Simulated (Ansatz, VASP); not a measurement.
# ZnBi3 in VASP and in Ansatz

```
Zn Bi
1.0
     4.78803    0.00000    0.00000
     0.00000    4.78803    0.00000
     0.00000    0.00000    4.78803
Zn Bi
1 3
Direct
  0.00000 0.00000 0.00000
  0.00000 0.50000 0.50000
  0.50000 0.00000 0.50000
  0.50000 0.50000 0.00000
```

Alike in both runs: task single point; functional PBEsol; k mesh 12 × 12 × 12; occupations gaussian, width 0.15 eV; no spin polarisation.

```csv
,VASP,Ansatz
version,VASP 6.6.1,Ansatz 0.2.0
potentials or method,"VASP PAW PBE potentials, release 64 (Zn, Bi_d), cutoff 520 eV","scalar-relativistic, plane waves, PAW"
valence electrons in the cell,57,57
```

|  | VASP | Ansatz | Ansatz less VASP |
| --- | --- | --- | --- |
| gap on the k mesh at the Fermi level (eV) | none | none | - |
| pressure (GPa) | 0.0 | 0.0 | +0.05 |

VASP's potentials were made for PBE, not for PBEsol. A gap of «none» marks a metal or a gap that the smearing closes. The functional is the same, so the differences come from potentials, cutoffs and numerics.

Neither program's run includes spin-orbit coupling.
